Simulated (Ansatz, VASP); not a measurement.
CdH2O2: VASP beside Ansatz

INCAR

```
SYSTEM = CdH2O2
  PREC = Accurate
  ENCUT = 520
  EDIFF = 1E-7
  ISMEAR = 0
  SIGMA = 0.05
  LREAL = .False.
  LASPH = .True.
  NELM = 100
  ALGO = Normal
  ISIF = 2
  LWAVE = .False.
  LCHARG = .False.
  GGA = PS
  NBANDS = 21
```

KPOINTS

```
Automatic mesh
0
Gamma
  9 9 6
  0 0 0
```

The input POSCAR:

```
CdH2O2
1.0
    3.4100601858      0.0000000000      0.0000000000
   -1.7050300929      2.9531987493      0.0000000000
    0.0000000000      0.0000000000      4.6429792900
Cd H O
1 2 2
Direct
    0.0000000000      0.0000000000      0.0000000000
    0.6666666667      0.3333333333      0.5509607200
    0.3333333333      0.6666666667      0.4490392800
    0.6666666667      0.3333333333      0.7593720000
    0.3333333333      0.6666666667      0.2406280000
```

Input for Ansatz:

```yaml
crystal:
  lattice:
    - [3.4100601858, 0.0, 0.0]
    - [-1.7050300929, 2.9531987493, 0.0]
    - [0.0, 0.0, 4.64297929]
  atoms:
    - { symbol: Cd, position: [0.0, 0.0, 0.0] }
    - { symbol: H, position: [0.6666666667, 0.3333333333, 0.55096072] }
    - { symbol: H, position: [0.3333333333, 0.6666666667, 0.44903928] }
    - { symbol: O, position: [0.6666666667, 0.3333333333, 0.759372] }
    - { symbol: O, position: [0.3333333333, 0.6666666667, 0.240628] }
basis:
  ecutwfc: 420
kpoints:
  mp_grid: { grid: [9, 9, 6] }
hamiltonian:
  xc: pbesol
scf:
  occupations: { method: gaussian, width: 0.05 }
output:
  forces: true
  stress: true
  eigenvalues: true
```

Change from the starting cell: strain -0.030 along x and y, +0.000 along z, atoms carried along.

Alike in both runs: task single point; functional PBEsol; k mesh 9 × 9 × 6; occupations gaussian, width 0.05 eV; no spin polarisation.

```csv
,VASP,Ansatz
version,VASP 6.6.1,Ansatz 0.2.0
potentials or method,"VASP PAW PBE potentials, release 64 (Cd, H, O), cutoff 520 eV","scalar-relativistic, plane waves, PAW"
valence electrons in the cell,26,34
```

Ansatz gave:

- gap on the k mesh at the Fermi level (eV): 1.76
- least direct gap on the mesh (eV): 2.06
- pressure (GPa): 5.7
- traceless stress, the component that is largest in VASP (GPa): -0.65
- rms of the force components (eV/Å): 0.188

Question: Estimate VASP's values.

Answer: gap on the k mesh at the Fermi level (eV): 1.74; least direct gap on the mesh (eV): 2.05; pressure (GPa): 6.9; traceless stress, the component that is largest in VASP (GPa): -0.27; rms of the force components (eV/Å): 0.242.

VASP's potentials were made for PBE, not for PBEsol. Atom by atom the forces differ by 0.055 eV/Å (rms over components). VASP's potentials hold 26 valence electrons a cell and Ansatz's 34, so a difference there can come from the potentials and not from the codes.
